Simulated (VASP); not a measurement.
Wanted: the native input for a VASP 6.6.1 run.

| Property | Result |
| --- | --- |
| Task | single point |
| Functional | PBEsol |
| Potentials or basis | VASP PAW PBE potentials, release 64 (B, N) |
| Cutoff | 520 eV |
| k mesh | 12 × 12 × 6 |
| Occupations | gaussian, width 0.01 eV |
| Spin | no spin polarisation |
| Dipole correction | no |
| Further INCAR settings | ALGO = Normal; EDIFF = 1e-06; NBANDS = 16 |

The structure of BN lies in POSCAR:

```
BN
1.0
    2.5410113138      0.0000000000      0.0000000000
   -1.2705056569      2.2005803491      0.0000000000
    0.0000000000      0.0000000000      4.2032955032
B N
2 2
Direct
    0.6666666667      0.3333333333      0.9997329962
    0.3333333333      0.6666666667      0.4997329962
    0.6666666667      0.3333333333      0.6252670038
    0.3333333333      0.6666666667      0.1252670038
```

The input as run:

INCAR

```
PREC     = Accurate       # precision mode
ENCUT    = 520            # plane-wave cutoff, eV
EDIFF    = 1E-6           # SCF threshold, eV
ISMEAR   = 0              # smearing method
SIGMA    = 0.01           # smearing width, eV
LREAL    = False          # projectors in reciprocal space
LASPH    = True           # aspherical terms in the spheres
NELM     = 100            # most SCF steps
ALGO     = Normal         # electronic algorithm
ISIF     = 2              # what is computed and relaxed
LWAVE    = False          # write WAVECAR
LCHARG   = False          # write CHGCAR
GGA      = PS             # functional
NBANDS   = 16             # bands
```

KPOINTS

```
regular mesh
0
Gamma
  12 12 6
```

Potentials or basis: VASP PAW PBE potentials, release 64 (B, N).

Launch:

```sh
$ cat potpaw_PBE.64/B/POTCAR potpaw_PBE.64/N/POTCAR > POTCAR
$ mpirun -np 1 vasp_std > vasp.out
```

Results of the run:

The pressure is 0.6 GPa, the largest force is 0.003 eV/Å and the band gap on the k mesh is 4.95 eV, indirect (least direct gap 8.22 eV).

Caveat: the PAW data sets were made with another functional, which shifts forces and pressure a little.

Wall time 14 s on 1 thread of Intel(R) Xeon(R) Platinum 8488C (Sapphire Rapids), on a shared host, peak memory 0.14 GiB.
